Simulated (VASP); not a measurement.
# BN (F-43m) in VASP: a series of runs

BN is run at these levels: PBE, BLYP+D3(BJ), LDA; tasks: electric field gradients, dielectric tensor, phonons, vibrations by perturbation theory.

Program: VASP 6.6.1. These are calculated values, not measurements. Logs are shortened: lines on timing, memory, paths and dates and some standing lists are left out, and cuts for length are marked.

### Step 1. The cell of the first run

It takes space group F-43m (No. 216, cubic). Conventional cell: a = 3.626 Å, b = 3.626 Å, c = 3.626 Å, α = 90.00°, β = 90.00°, γ = 90.00°. Within 2.1 Å of N (site symmetry -43m) lie 4 B at 1.57 Å. Within 2.1 Å of B (site symmetry -43m) lie 4 N at 1.57 Å.

### Step 2. Electric field gradients, PBE

INCAR

```
SYSTEM = BN
  PREC = Accurate
  ENCUT = 520
  EDIFF = 1E-8
  ISMEAR = -1
  SIGMA = 0.05
  LREAL = .FALSE.
  LASPH = .TRUE.
  NELM = 100
  ALGO = Normal
  ISIF = 2
  LWAVE = .FALSE.
  LCHARG = .FALSE.
  GGA = PE
  LEFG = .TRUE.
  NBANDS = 11
```

KPOINTS

```
Automatic mesh
0
G
  13 13 13
  0 0 0
```

POSCAR

```
BN
1.0
    0.0000000000      1.8130010000      1.8130010000
    1.8130010000      0.0000000000      1.8130010000
    1.8130010000      1.8130010000      0.0000000000
N B
1 1
Direct
    0.2500000000      0.2500000000      0.2500000000
    0.0000000000      0.0000000000      0.0000000000
```

Potentials or basis: VASP PAW PBE potentials, release 64 (N, B).

Run with:

```
$ cat potpaw_PBE.64/N/POTCAR potpaw_PBE.64/B/POTCAR > POTCAR
$ mpirun -np 1 vasp_std > vasp.out
```

OUTCAR:

```text
SYSTEM = BN
   PREC = Accurate
   ENCUT = 520
   EDIFF = 1E-8
   ISMEAR = -1
   LREAL = .FALSE.
   LASPH = .TRUE.
   NELM = 100
   ISIF = 2
   GGA = PE

 ion  position               nearest neighbor table
   1  0.250  0.250  0.250-   2 1.57   2 1.57   2 1.57   2 1.57
   2  0.000  0.000  0.000-   1 1.57   1 1.57   1 1.57   1 1.57

  LATTYP: Found a face centered cubic cell.
 ALAT       =     3.6260020000

  Lattice vectors:

 A1 = (   0.0000000000,   1.8130010000,   1.8130010000)
 A2 = (   1.8130010000,   0.0000000000,   1.8130010000)
 A3 = (   1.8130010000,   1.8130010000,   0.0000000000)

Analysis of symmetry for initial positions (statically):
=====================================================================
 Subroutine PRICEL returns:
 Original cell was already a primitive cell.

 Routine SETGRP: Setting up the symmetry group for a
 face centered cubic supercell.

 Subroutine GETGRP returns: Found 24 space group operations
 (whereof 24 operations were pure point group operations)
 out of a pool of 48 trial point group operations.

The static configuration has the point symmetry T_d .

Analysis of symmetry for dynamics (positions and initial velocities):
=====================================================================
 Subroutine PRICEL returns:
 Original cell was already a primitive cell.

 Routine SETGRP: Setting up the symmetry group for a
 face centered cubic supercell.

 Subroutine GETGRP returns: Found 24 space group operations
 (whereof 24 operations were pure point group operations)
 out of a pool of 48 trial point group operations.

The dynamic configuration has the point symmetry T_d .

 Subroutine INISYM returns: Found 24 space group operations
 (whereof 24 operations are pure point group operations),
 and found     1 'primitive' translations

----------------------------------------------------------------------------------------

                                     Primitive cell

  volume of cell :      11.9186

  direct lattice vectors                    reciprocal lattice vectors
     0.000000000  1.813001000  1.813001000    -0.275785838  0.275785838  0.275785838
     1.813001000  0.000000000  1.813001000     0.275785838 -0.275785838  0.275785838
     1.813001000  1.813001000  0.000000000     0.275785838  0.275785838 -0.275785838

  length of vectors
     2.563970603  2.563970603  2.563970603     0.477675083  0.477675083  0.477675083

  position of ions in fractional coordinates (direct lattice)
     0.250000000  0.250000000  0.250000000
     0.000000000  0.000000000  0.000000000

  ion indices of the primitive-cell ions
   primitive index   ion index
                 1           1
                 2           2

----------------------------------------------------------------------------------------

 KPOINTS: Automatic mesh

Automatic generation of k-mesh.
 Grid dimensions read from file:
 generate k-points for:   13   13   13

 Generating k-lattice:

  Cartesian coordinates                     Fractional coordinates (reciprocal lattice)
    -0.021214295  0.021214295  0.021214295     0.076923077  0.000000000  0.000000000
     0.021214295 -0.021214295  0.021214295     0.000000000  0.076923077  0.000000000
     0.021214295  0.021214295 -0.021214295     0.000000000  0.000000000  0.076923077

  Length of vectors
     0.036744237  0.036744237  0.036744237

  Shift w.r.t. Gamma in fractional coordinates (k-lattice)
     0.000000000  0.000000000  0.000000000

 Subroutine IBZKPT returns following result:
 ===========================================

 Found     84 irreducible k-points:

 Following reciprocal coordinates:
            Coordinates               Weight
  0.000000  0.000000  0.000000      1.000000
  0.076923  0.000000  0.000000      8.000000
  0.153846  0.000000  0.000000      8.000000
  0.230769  0.000000  0.000000      8.000000
  0.307692  0.000000  0.000000      8.000000
  0.384615  0.000000  0.000000      8.000000
[... 16 lines left out ...]
  0.384615  0.153846  0.000000     24.000000
  0.461538  0.153846  0.000000     24.000000
 [... further k-points ...]
   k-points           NKPTS =     84   k-points in BZ     NKDIM =     84   number of bands    NBANDS=     11
   number of dos      NEDOS =    301   number of ions     NIONS =      2
   total plane-waves  NPLWV =   8000
   dimension x,y,z NGX =    20 NGY =   20 NGZ =   20
   dimension x,y,z NGXF=    40 NGYF=   40 NGZF=   40
   ions per type =               1   1
   NGX,Y,Z   is equivalent  to a cutoff of  12.97, 12.97, 12.97 a.u.
   NGXF,Y,Z  is equivalent  to a cutoff of  25.94, 25.94, 25.94 a.u.
 SYSTEM =  BN
   PREC   = accura    normal or accurate (medium, high low for compatibility)
   ISTART =      0    job   : 0-new  1-cont  2-samecut
   ICHARG =      2    charge: 1-file 2-atom 10-const
   ISPIN  =      1    spin polarized calculation?
   LNONCOLLINEAR =      F non collinear calculations
   LSORBIT =      F    spin-orbit coupling
   LASPH  =      T    aspherical Exc in radial PAW
   ENCUT  =  520.0 eV  38.22 Ry    6.18 a.u.   4.77  4.77  4.77*2*pi/ulx,y,z
   NELM   =    100;   NELMIN=  2; NELMDL= -5     # of ELM steps
   EDIFF  = 0.1E-07   stopping-criterion for ELM
   LREAL  =      F    real-space projection
   EDIFFG = 0.1E-06   stopping-criterion for IOM
   NSW    =      0    number of steps for IOM
   IBRION =     -1    ionic relax: 0-MD 1-quasi-New 2-CG
   NFREE  =      0    steps in history (QN), initial steepest desc. (CG)
   ISIF   =      2    stress and relaxation
   ISYM   =      2    0-nonsym 1-usesym 2-fastsym
   POTIM  = 0.5000    time-step for ionic-motion
   TEBEG  =    0.0;   TEEND  =   0.0 temperature during run
   PSTRESS=    0.0 pullay stress
   NELECT =       8.0000    total number of electrons
   NUPDOWN=      -1.0000    fix difference up-down
   EMIN   =  10.00;   EMAX   =-10.00  energy-range for DOS
   EFERMI =   0.00;   METHOD = LEGACY
   ISMEAR =    -1;   SIGMA  =   0.05  broadening in eV -4-tet -1-fermi 0-gaus
   EFERMI_NEDOS =   21; number of points for ismear=-14 and -15
   IALGO  =     38    algorithm
   IMIX   =      4    mixing-type and parameters
     AMIX     =   0.40;   BMIX     =  1.00
     AMIX_MAG =   1.60;   BMIX_MAG =  1.00
  volume/ion in A,a.u.               =       5.96        40.22
  Fermi-wavevector in a.u.,A,eV,Ry     =   1.433387  2.708709 27.954506  2.054598
  Thomas-Fermi vector in A             =   2.552911
   LORBIT       =      0    0 simple, 1 ext, 2 COOP (PROOUT), +10 PAW based schemes
   GGA     = PE    functional components
   LHFCALC =     F    Hartree Fock is set to
   AEXX    =    0.0000 exact exchange contribution
   IVDW    =     0    specifies the selected vdW correction
   LEPSILON=     F    determine dielectric tensor
   LRPA    =     F    only Hartree local field effects (RPA)
 non-spin polarized calculation
  energy-cutoff  :      520.00
  volume of cell :       11.92
 maximum number of plane-waves:       331
   NGX =  9   NGY =  9   NGZ =  9

 number of electron       7.9999999 magnetization

 Free energy of the ion-electron system (eV)
  ---------------------------------------------------
  ext. energy  EPLUGINS =         0.00000000
  ---------------------------------------------------
  free energy    TOTEN  =       -17.45100118 eV

  energy without entropy =      -17.45100118  energy(sigma->0) =      -17.45100118

 E-fermi :   8.2123     XC(G=0): -12.7771

 val. band max:        7.2910607030   @ k =   0.0000   0.0000   0.0000
 cond. band min:      11.8144398942   @ k =   0.4615   0.4615   0.0000
 fundamental gap:      4.5233791913
 Fermi energy:         8.2123160439

 k-point     1 :       0.0000    0.0000    0.0000
  band No.  band energies     occupation
      1     -12.8363      2.00000
      2       7.2911      2.00000
      3       7.2911      2.00000
      4       7.2911      2.00000
      5      16.0675      0.00000
      6      16.0675      0.00000
      7      16.0675      0.00000
      8      17.4925      0.00000
      9      31.8724      0.00000
     10      34.9486      0.00000
     11      34.9486      0.00000

 k-point     2 :       0.0769    0.0000    0.0000
  band No.  band energies     occupation
      1     -12.6932      2.00000
      2       6.5089      2.00000
      3       7.1374      2.00000
      4       7.1374      2.00000
      5      16.2413      0.00000
      6      16.3009      0.00000
      7      16.3009      0.00000
      8      17.9823      0.00000
      9      31.7163      0.00000
     10      32.9142      0.00000
     11      32.9142      0.00000

 k-point     3 :       0.1538    0.0000    0.0000
  band No.  band energies     occupation
      1     -12.2687      2.00000
      2       4.6576      2.00000
      3       6.7527      2.00000
      4       6.7527      2.00000
      5      16.5121      0.00000
      6      16.8648      0.00000
      7      16.8648      0.00000
      8      19.1794      0.00000
      9      31.2595      0.00000
     10      31.3782      0.00000
     11      31.3782      0.00000

 k-point     4 :       0.2308    0.0000    0.0000
  band No.  band energies     occupation
      1     -11.5789      2.00000
      2       2.4194      2.00000
      3       6.2872      2.00000
      4       6.2872      2.00000
      5      16.7777      0.00000
      6      17.4561      0.00000
      7      17.4561      0.00000
      8      20.4585      0.00000
      9      30.7305      0.00000
     10      30.7889      0.00000
     11      30.7889      0.00000
[... 239 lines left out ...]
 k-point    22 :       0.3077    0.1538    0.0000
  band No.  band energies     occupation
      1     -10.8192      2.00000
      2       1.7978      2.00000
      3       4.7661      2.00000
      4       5.1665      2.00000
      5      15.4242      0.00000
      6      19.1410      0.00000
      7      19.6709      0.00000
      8      20.0329      0.00000
      9      26.5631      0.00000
     10      33.4914      0.00000
     11      34.8991      0.00000

 k-point    23 :       0.3846    0.1538    0.0000
  band No.  band energies     occupation
      1      -9.8746      2.00000
      2      -0.2140      2.00000
      3       4.5217      2.00000
      4       4.6013      2.00000
      5      15.8246      0.00000
      6      19.3302      0.00000
      7      19.8674      0.00000
      8      20.7523      0.00000
      9      27.4353      0.00000
     10      33.2727      0.00000
     11      35.1876      0.00000

 k-point    24 :       0.4615    0.1538    0.0000
  band No.  band energies     occupation
      1      -8.8968      2.00000
      2      -1.9087      2.00000
      3       4.0503      2.00000
      4       4.4882      2.00000
      5      16.1426      0.00000
      6      19.3091      0.00000
      7      19.7406      0.00000
      8      21.8686      0.00000
      9      28.0487      0.00000
     10      33.3601      0.00000
     11      35.2046      0.00000

 [... further k-points ...]

------------------------ aborting loop because EDIFF is reached ----------------------------------------

  FORCE on cell =-STRESS in cart. coord.  units (eV):
  Direction    XX          YY          ZZ          XY          YZ          ZX
  --------------------------------------------------------------------------------------
  -------------------------------------------------------------------------------------
  Total       -0.0124226     -0.0124226     -0.0124226      0.0000000      0.0000000     -0.0000000
  in kB       -1.6699343     -1.6699343     -1.6699343      0.0000000      0.0000000     -0.0000000
  external PRESSURE =      -1.6699343 kB  Pullay stress =       0.0000000 kB

 VOLUME and BASIS-vectors are now :
 -----------------------------------------------------------------------------
  energy-cutoff  :      520.00
  volume of cell :       11.92
      direct lattice vectors                 reciprocal lattice vectors
     0.000000000  1.813001000  1.813001000    -0.275785838  0.275785838  0.275785838
     1.813001000  0.000000000  1.813001000     0.275785838 -0.275785838  0.275785838
     1.813001000  1.813001000  0.000000000     0.275785838  0.275785838 -0.275785838

 POSITION                                       TOTAL-FORCE (eV/Angst)
 -----------------------------------------------------------------------------------
      0.90650      0.90650      0.90650         0.000000     -0.000000      0.000000
      0.00000      0.00000      0.00000        -0.000000      0.000000     -0.000000
 -----------------------------------------------------------------------------------
    total drift:                                0.000000      0.000000      0.000000

  FREE ENERGIE OF THE ION-ELECTRON SYSTEM (eV)
  ---------------------------------------------------
  free  energy   TOTEN  =       -17.4510011781 eV

  energy  without entropy=      -17.4510011781  energy(sigma->0) =      -17.45100118

 Electric field gradients (V/A^2)
---------------------------------------------------------------------
 ion       V_xx      V_yy      V_zz      V_xy      V_xz      V_yz
---------------------------------------------------------------------
   1      -0.000     0.000     0.000    -0.000    -0.000    -0.000
   2       0.000     0.000    -0.000    -0.000    -0.000    -0.000
---------------------------------------------------------------------

 Electric field gradients after diagonalization (V/A^2)
 (convention: |V_zz| > |V_xx| > |V_yy|)
----------------------------------------------------------------------
 ion       V_xx      V_yy      V_zz     asymmetry (V_yy - V_xx)/ V_zz
----------------------------------------------------------------------
   1       0.000     0.000    -0.000       0.000
   2       0.000     0.000    -0.000       0.000
----------------------------------------------------------------------

           NMR quadrupolar parameters

 Cq : quadrupolar parameter    Cq=e*Q*V_zz/h
 eta: asymmetry parameters     (V_yy - V_xx)/ V_zz
 Q  : nuclear electric quadrupole moment in mb (millibarn)
----------------------------------------------------------------------
 ion       Cq(MHz)       eta       Q (mb)
----------------------------------------------------------------------
   1      -0.000       0.000       1.000
   2      -0.000       0.000       1.000
----------------------------------------------------------------------
```

Run time: 13 s. Hardware: 1 thread of Intel Xeon Platinum 8375C at 2.90GHz (Ice Lake), shared host; peak memory 0.12 GiB.

What came out:

```
Free energy            : -17.4510 eV
Pressure               : -0.2 GPa
Band gap on the k mesh : 4.52 eV, indirect (least direct gap 8.78 eV)
```

Levels at points of the mesh, in eV from the valence-band top:
```csv
k point,band 2,band 3,band 4,band 5,band 6,band 7
"(0.00, 0.00, 0.00)",0.00,0.00,0.00,8.78,8.78,8.78
```

Caveat: without QUAD_EFG the Cq values of the log hold for a quadrupole moment of 1 mb, not for the nuclei. A k mesh can miss the band edges.

### Step 3. Dielectric tensor, PBE

INCAR

```
PREC = Accurate
ENCUT = 520
EDIFF = 1E-8
ISMEAR = 0
SIGMA = 0.01
LREAL = F
LASPH = T
NELM = 100
ALGO = Normal
ISIF = 2
LWAVE = F
LCHARG = F
GGA = PE
LEPSILON = T
```

KPOINTS

```
regular mesh
0
Gamma
  13 13 13
```

POSCAR is that of step 2.

Potentials or basis: VASP PAW PBE potentials, release 64 (N, B).

Run with:

```
$ cat potpaw_PBE.64/N/POTCAR potpaw_PBE.64/B/POTCAR > POTCAR
$ mpirun -np 1 vasp_std > vasp.out
```

OUTCAR:

```text
PREC = Accurate
   ENCUT = 520
   EDIFF = 1E-8
   ISMEAR = 0
   LREAL = F
   LASPH = T
   NELM = 100
   ISIF = 2
   GGA = PE
   LEPSILON = T

 ion  position               nearest neighbor table
   1  0.250  0.250  0.250-   2 1.57   2 1.57   2 1.57   2 1.57
   2  0.000  0.000  0.000-   1 1.57   1 1.57   1 1.57   1 1.57

  LATTYP: Found a face centered cubic cell.
 ALAT       =     3.6260020000

  Lattice vectors:

 A1 = (   0.0000000000,   1.8130010000,   1.8130010000)
 A2 = (   1.8130010000,   0.0000000000,   1.8130010000)
 A3 = (   1.8130010000,   1.8130010000,   0.0000000000)

Analysis of symmetry for initial positions (statically):
=====================================================================
 Subroutine PRICEL returns:
[... 509 lines left out ...]
     0.00000  0.00000  0.00033

 MACROSCOPIC STATIC DIELECTRIC TENSOR (including local field effects in DFT)
 ------------------------------------------------------
           4.615010     0.000000     0.000000
          -0.000000     4.615010     0.000000
           0.000000     0.000000     4.615010
 ------------------------------------------------------

 PIEZOELECTRIC TENSOR (including local field effects)  for field in x, y, z        (e  Angst)
          XX          YY          ZZ          XY          YZ          ZX
  --------------------------------------------------------------------------------
  x    -0.00000    -0.00000     0.00000     0.00000    -0.77243     0.00000
  y     0.00000    -0.00000     0.00000     0.00000     0.00000    -0.77243
  z    -0.00000     0.00000    -0.00000    -0.77243     0.00000     0.00000

 PIEZOELECTRIC TENSOR (including local field effects)  for field in x, y, z        (C/m^2)
          XX          YY          ZZ          XY          YZ          ZX
  --------------------------------------------------------------------------------
  x    -0.00000    -0.00000     0.00000     0.00000    -1.03835     0.00000
  y     0.00000    -0.00000     0.00000     0.00000     0.00000    -1.03835
  z    -0.00000     0.00000    -0.00000    -1.03835     0.00000     0.00000

 BORN EFFECTIVE CHARGES (including local field effects) (in |e|, cummulative output)
 ---------------------------------------------------------------------------------
 ion    1
    1    -1.91157    -0.00000     0.00000
    2    -0.00000    -1.91157     0.00000
    3    -0.00000    -0.00000    -1.91157
 ion    2
    1     1.91157     0.00000    -0.00000
    2     0.00000     1.91157    -0.00000
    3     0.00000     0.00000     1.91157
```

OSZICAR:

```text
N       E                     dE             d eps       ncg     rms          rms(c)
DAV:   1     0.853819973566E+01    0.85382E+01   -0.52624E+03  1384   0.990E+02
DAV:   2    -0.182155196362E+02   -0.26754E+02   -0.25831E+02  1872   0.172E+02
DAV:   3    -0.184018891201E+02   -0.18637E+00   -0.18637E+00  1520   0.180E+01
[... 15 lines left out ...]
RMM:   4    -0.127882524528E+00   -0.65101E-02   -0.15649E-03  8757   0.374E-01    0.453E-02
RMM:   5    -0.128791154629E+00   -0.90863E-03   -0.28179E-05  8878   0.547E-02    0.427E-03
RMM:   6    -0.128824347078E+00   -0.33192E-04   -0.24009E-07  9374   0.540E-03    0.233E-03
RMM:   7    -0.128849847749E+00   -0.25501E-04   -0.13450E-07  9056   0.438E-03    0.197E-04
RMM:   8    -0.128850558133E+00   -0.71038E-06   -0.74781E-10  8264   0.216E-04    0.497E-05
RMM:   9    -0.128850589437E+00   -0.31304E-07   -0.21269E-10  7856   0.130E-04    0.417E-06
```

Run time: 2.2 min. Hardware: 1 thread of Intel Xeon Platinum 8375C at 2.90GHz (Ice Lake), shared host; peak memory 0.19 GiB.

What came out:

```yaml
Band_gap_on_the_k_mesh: 4.52 eV, indirect (least direct gap 8.78 eV)
Electronic_dielectric_tensor_diagonal: 4.62
Born_charges_mean_of_the_diagonal: N -1.91; B +1.91 e
```

Electronic dielectric tensor:
```
4.62 0.00 0.00
0.00 4.62 0.00
0.00 0.00 4.62
```

Born effective charge tensors (e):
atom 1, N
```
-1.91  0.00  0.00
 0.00 -1.91  0.00
 0.00  0.00 -1.91
```
atom 2, B
```
1.91 0.00 0.00
0.00 1.91 0.00
0.00 0.00 1.91
```

A k mesh can miss the band edges. Expect the measured gap to be larger: semilocal functionals such as PBE lack the derivative discontinuity.

(Part 1 of 2 ends here.)
